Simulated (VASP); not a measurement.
# Li2O (Fm-3m) in VASP: single point with PBE+D3(BJ)

Aim: the single point of Li2O with PBE+D3(BJ).

All numbers are computed with VASP 6.6.1; they aren't measurements. Logs are shortened: lines on timing, memory, paths and dates and some standing lists are left out, and cuts for length are marked.

## (1) The cell of the first run

It takes space group Fm-3m (No. 225, cubic). Conventional cell: a = 4.654 Å, b = 4.654 Å, c = 4.654 Å, α = 90.00°, β = 90.00°, γ = 90.00°. Li (site symmetry -43m) has 4 O at 2.02 Å and 6 Li at 2.33 Å within 2.7 Å. Within 2.7 Å of O (site symmetry m-3m) lie 8 Li at 2.02 Å.

## (2) Single point, PBE+D3(BJ)

The input, INCAR:

```
SYSTEM = Li2O
PREC     = Accurate       ! precision mode
ENCUT    = 1340           ! plane-wave cutoff, eV
EDIFF    = 1E-6           ! SCF threshold, eV
ISMEAR   = 0              ! smearing method
SIGMA    = 0.1            ! smearing width, eV
LREAL    = .False.        ! projectors in reciprocal space
LASPH    = .True.         ! aspherical terms in the spheres
NELM     = 120            ! most SCF steps
ALGO     = Normal         ! electronic algorithm
ISIF     = 2              ! what is computed and relaxed
LWAVE    = .False.        ! write WAVECAR
LCHARG   = .True.         ! write CHGCAR
GGA      = PE             ! functional
IVDW     = 12             ! dispersion correction
LELF     = .True.         ! ELF
LVHAR    = .True.       
NBANDS   = 13             ! bands
GGA_COMPAT= .False.
```

The input, KPOINTS:

```
regular mesh
0
Gamma
  4 4 4
  0 0 0
```

The input, POSCAR:

```
Li2O
1.0
    0.0000000000      2.3268543819      2.3268543819
    2.3268543819      0.0000000000      2.3268543819
    2.3268543819      2.3268543819      0.0000000000
Li O
2 1
Direct
    0.7500000000      0.7500000000      0.7500000000
    0.2500000000      0.2500000000      0.2500000000
    0.0000000000      0.0000000000      0.0000000000
```

Potentials or basis: VASP PAW PBE potentials, release 64 (Li_sv, O_h).

Run with:

```sh
$ cat potpaw_PBE.64/Li_sv/POTCAR potpaw_PBE.64/O_h/POTCAR > POTCAR
$ mpirun -np 1 vasp_std > vasp.out
```

OUTCAR:

```text
SYSTEM = Li2O
   PREC = Accurate
   ENCUT = 1340
   EDIFF = 1E-6
   ISMEAR = 0
   LREAL = .False.
   LASPH = .True.
   NELM = 120
   ISIF = 2
   GGA = PE
   IVDW = 12
 IVDW          = 12

 ion  position               nearest neighbor table
   1  0.750  0.750  0.750-   3 2.02   3 2.02   3 2.02   3 2.02   2 2.33   2 2.33   2 2.33   2 2.33
                             2 2.33   2 2.33
   2  0.250  0.250  0.250-   3 2.02   3 2.02   3 2.02   3 2.02   1 2.33   1 2.33   1 2.33   1 2.33
                             1 2.33   1 2.33
   3  0.000  0.000  0.000-   1 2.02   1 2.02   1 2.02   1 2.02   2 2.02   2 2.02   2 2.02   2 2.02

  LATTYP: Found a face centered cubic cell.
 ALAT       =     4.6537087638

  Lattice vectors:

 A1 = (   0.0000000000,   2.3268543819,   2.3268543819)
 A2 = (   2.3268543819,   0.0000000000,   2.3268543819)
 A3 = (   2.3268543819,   2.3268543819,   0.0000000000)

Analysis of symmetry for initial positions (statically):
=====================================================================
 Subroutine PRICEL returns:
 Original cell was already a primitive cell.

 Routine SETGRP: Setting up the symmetry group for a
 face centered cubic supercell.

 Subroutine GETGRP returns: Found 48 space group operations
 (whereof 48 operations were pure point group operations)
 out of a pool of 48 trial point group operations.

The static configuration has the point symmetry O_h .

Analysis of symmetry for dynamics (positions and initial velocities):
=====================================================================
 Subroutine PRICEL returns:
 Original cell was already a primitive cell.

 Routine SETGRP: Setting up the symmetry group for a
 face centered cubic supercell.

 Subroutine GETGRP returns: Found 48 space group operations
 (whereof 48 operations were pure point group operations)
 out of a pool of 48 trial point group operations.

The dynamic configuration has the point symmetry O_h .

 Subroutine INISYM returns: Found 48 space group operations
 (whereof 48 operations are pure point group operations),
 and found     1 'primitive' translations

----------------------------------------------------------------------------------------

                                     Primitive cell

  volume of cell :      25.1963

  direct lattice vectors                    reciprocal lattice vectors
     0.000000000  2.326854382  2.326854382    -0.214882377  0.214882377  0.214882377
     2.326854382  0.000000000  2.326854382     0.214882377 -0.214882377  0.214882377
     2.326854382  2.326854382  0.000000000     0.214882377  0.214882377 -0.214882377

  length of vectors
[... 81 lines left out ...]
   EFERMI =   0.00;   METHOD = LEGACY
   ISMEAR =     0;   SIGMA  =   0.10  broadening in eV -4-tet -1-fermi 0-gaus
   EFERMI_NEDOS =   21; number of points for ismear=-14 and -15
   IALGO  =     38    algorithm
   IMIX   =      4    mixing-type and parameters
     AMIX     =   0.40;   BMIX     =  1.00
     AMIX_MAG =   1.60;   BMIX_MAG =  1.00
  volume/ion in A,a.u.               =       8.40        56.68
  Fermi-wavevector in a.u.,A,eV,Ry     =   1.278467  2.415951 22.238406  1.634477
  Thomas-Fermi vector in A             =   2.411008
   LORBIT       =      0    0 simple, 1 ext, 2 COOP (PROOUT), +10 PAW based schemes
   GGA     = PE    functional components
   LHFCALC =     F    Hartree Fock is set to
   AEXX    =    0.0000 exact exchange contribution
   IVDW    =    12    specifies the selected vdW correction
   LEPSILON=     F    determine dielectric tensor
   LRPA    =     F    only Hartree local field effects (RPA)
 non-spin polarized calculation
 Gauss-broadening in eV      SIGMA  =   0.10
  energy-cutoff  :     1340.00
  volume of cell :       25.20
 maximum number of plane-waves:      2826
   NGX = 19   NGY = 19   NGZ = 19

 number of electron      12.0000001 magnetization

 Free energy of the ion-electron system (eV)
  ---------------------------------------------------
  ext. energy  EPLUGINS =         0.00000000
  ---------------------------------------------------
  free energy    TOTEN  =       -14.35446998 eV

  energy without entropy =      -14.35446998  energy(sigma->0) =      -14.35446998

 E-fermi :   2.0385     XC(G=0):  -9.6629

 val. band max:        1.5274944051   @ k =   0.0000   0.0000   0.0000
 cond. band min:       6.4615708728   @ k =   0.5000   0.5000   0.0000
 fundamental gap:      4.9340764677
 Fermi energy:         2.0384798376

 k-point     1 :       0.0000    0.0000    0.0000
  band No.  band energies     occupation
      1     -41.5013      2.00000
      2     -41.1943      2.00000
      3     -13.8870      2.00000
      4       1.5275      2.00000
      5       1.5275      2.00000
      6       1.5275      2.00000
      7       6.6262      0.00000
      8      13.3347      0.00000
      9      13.3347      0.00000
     10      13.3347      0.00000
     11      20.2937      0.00000
     12      20.2937      0.00000
     13      20.2937      0.00000
[... 98 lines left out ...]
  band No.  band energies     occupation
      1     -41.3316      2.00000
      2     -41.3316      2.00000
      3     -13.6029      2.00000
      4      -0.2426      2.00000
      5       0.0639      2.00000
      6       0.0639      2.00000
      7       8.6164      0.00000
      8      11.7838      0.00000
      9      15.3685      0.00000
     10      15.3685      0.00000
     11      19.4303      0.00000
     12      19.4303      0.00000
     13      24.2909      0.00000

------------------------ aborting loop because EDIFF is reached ----------------------------------------

 Edisp (eV)   -0.77477

 E8    (eV) :    -0.3015

  FORCE on cell =-STRESS in cart. coord.  units (eV):
  Direction    XX          YY          ZZ          XY          YZ          ZX
  --------------------------------------------------------------------------------------
  -------------------------------------------------------------------------------------
  Total      -1.04545    -1.04545    -1.04545    -0.00000     0.00000     0.00000
  in kB     -66.47794   -66.47794   -66.47794    -0.00000     0.00000     0.00000
  external pressure =      -66.48 kB  Pullay stress =        0.00 kB

 VOLUME and BASIS-vectors are now :
 -----------------------------------------------------------------------------
  energy-cutoff  :     1340.00
  volume of cell :       25.20
      direct lattice vectors                 reciprocal lattice vectors
     0.000000000  2.326854382  2.326854382    -0.214882377  0.214882377  0.214882377
     2.326854382  0.000000000  2.326854382     0.214882377 -0.214882377  0.214882377
     2.326854382  2.326854382  0.000000000     0.214882377  0.214882377 -0.214882377

 POSITION                                       TOTAL-FORCE (eV/Angst)
 -----------------------------------------------------------------------------------
      3.49028      3.49028      3.49028        -0.000000     -0.000000     -0.000000
      1.16343      1.16343      1.16343         0.000000      0.000000      0.000000
      0.00000      0.00000      0.00000        -0.000000      0.000000      0.000000
 -----------------------------------------------------------------------------------
    total drift:                               -0.000000      0.000000      0.000000

  FREE ENERGIE OF THE ION-ELECTRON SYSTEM (eV)
  ---------------------------------------------------
  free  energy   TOTEN  =       -15.1292351755 eV

  energy  without entropy=      -15.1292351755  energy(sigma->0) =      -15.12923518
```

OSZICAR:

```text
N       E                     dE             d eps       ncg     rms          rms(c)
DAV:   1     0.951369415294E+02    0.95137E+02   -0.10296E+04   208   0.197E+03
DAV:   2    -0.442097170978E+01   -0.99558E+02   -0.91416E+02   254   0.346E+02
DAV:   3    -0.149775427944E+02   -0.10557E+02   -0.10372E+02   278   0.874E+01
DAV:   4    -0.161045038778E+02   -0.11270E+01   -0.11265E+01   309   0.267E+01
DAV:   5    -0.161121488860E+02   -0.76450E-02   -0.76449E-02   266   0.264E+00    0.766E+00
DAV:   6    -0.143900285482E+02    0.17221E+01   -0.83653E+00   238   0.151E+01    0.295E+00
DAV:   7    -0.143573329769E+02    0.32696E-01   -0.23243E-01   246   0.415E+00    0.153E+00
DAV:   8    -0.143565989291E+02    0.73405E-03   -0.85694E-02   261   0.322E+00    0.530E-01
DAV:   9    -0.143540149237E+02    0.25840E-02   -0.70483E-03   241   0.812E-01    0.163E-01
DAV:  10    -0.143545073749E+02   -0.49245E-03   -0.11318E-03   243   0.300E-01    0.726E-02
DAV:  11    -0.143544669162E+02    0.40459E-04   -0.75603E-05   281   0.113E-01    0.143E-02
DAV:  12    -0.143544698805E+02   -0.29643E-05   -0.65597E-06   254   0.248E-02    0.276E-03
DAV:  13    -0.143544699821E+02   -0.10161E-06   -0.17832E-06   263   0.965E-03
   1 F= -.15129235E+02 E0= -.15129235E+02  d E =-.120967E-13
```

stdout:

```text
POSCAR found type information on POSCAR LiO
 POSCAR found :  2 types and       3 ions
 scaLAPACK will be used
 LDA part: xc-table for (Slater+PW92), standard interpolation
 POSCAR, INCAR and KPOINTS ok, starting setup
 FFT: planning ... GRIDC
 FFT: planning ... GRID_SOFT
 FFT: planning ... GRID
 WAVECAR not read
 entering main loop
```

It took 15 s on 1 thread of Intel Xeon Platinum 8259CL at 2.50GHz (Skylake/Cascade Lake), shared host; peak memory 0.23 GiB.

Results:

- Free energy: -15.1292 eV
- Pressure: -6.6 GPa
- Band gap on the k mesh: 4.93 eV (least direct gap 5.10 eV)
- Dispersion energy per atom: -0.258 eV

Caveat: the k points lie up to 0.58 Å⁻¹ apart; three body term missing. A k mesh can miss the band edges.
